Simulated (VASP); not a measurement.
Here is a VASP 6.6.1 calculation.

File INCAR:

```
SYSTEM = PbS
PREC = Accurate ; ENCUT = 600
EDIFF = 1E-6 ; ISMEAR = -1
SIGMA = 0.1 ; LREAL = .FALSE.
LASPH = .TRUE. ; NELM = 80
ALGO = Normal ; ISIF = 3
LWAVE = .FALSE. ; LCHARG = .FALSE.
GGA = PE ; IBRION = 2
NSW = 60 ; EDIFFG = -0.005
PSTRESS = 400.0
```

Contents of KPOINTS:

```
regular mesh
0
G
  13 13 13
  0 0 0
```

File POSCAR:

```
PbS
1.0
    3.3210902837      0.0000000000      0.0000000000
    0.0000000000      3.3210902837      0.0000000000
    0.0000000000      0.0000000000      3.3210902837
Pb S
1 1
Direct
    0.0000000000      0.0000000000      0.0000000000
    0.5000000000      0.5000000000      0.5000000000
```

Potentials or basis: VASP PAW PBE potentials, release 64 (Pb_d, S).

The run is started by

```bash
$ cat potpaw_PBE.64/Pb_d/POTCAR potpaw_PBE.64/S/POTCAR > POTCAR
$ mpirun -np 1 vasp_std > vasp.out
```

Question: Estimate the space group after relaxing (to 0.1 Å).

Answer: Pm-3m (No. 221).

Question: Predict the relaxed cell.

Answer: a = 3.252 Å, b = 3.252 Å, c = 3.252 Å, α = 90.00°, β = 90.00°, γ = 90.00°.

Question: What does it give for the band gap on the k mesh?

Answer: Zero (bands 10 and 11 overlap by 2.05 eV).

The path:
| step | energy change (eV) | largest force (eV/Å) | pressure (GPa) | volume (Å³) |
| --- | --- | --- | --- | --- |
| 1 | 0.0000 | 0.0000 | 28.54 | 36.63 |
| 2 | 1.9534 | 0.0000 | 74.37 | 30.12 |
| 3 | 0.4539 | 0.0000 | 39.45 | 34.48 |
| 4 | 0.4741 | 0.0000 | 39.94 | 34.39 |
| 5 | 0.4851 | 0.0000 | 40.19 | 34.35 |
| 6 | 0.4629 | 0.0000 | 39.66 | 34.44 |
| 7 | 0.4770 | 0.0000 | 40.00 | 34.38 |

Caveat: the cell is relaxed towards a set pressure, so the run minimises the enthalpy, not the energy; spin-orbit coupling is left out, which moves the levels of the heavy elements.
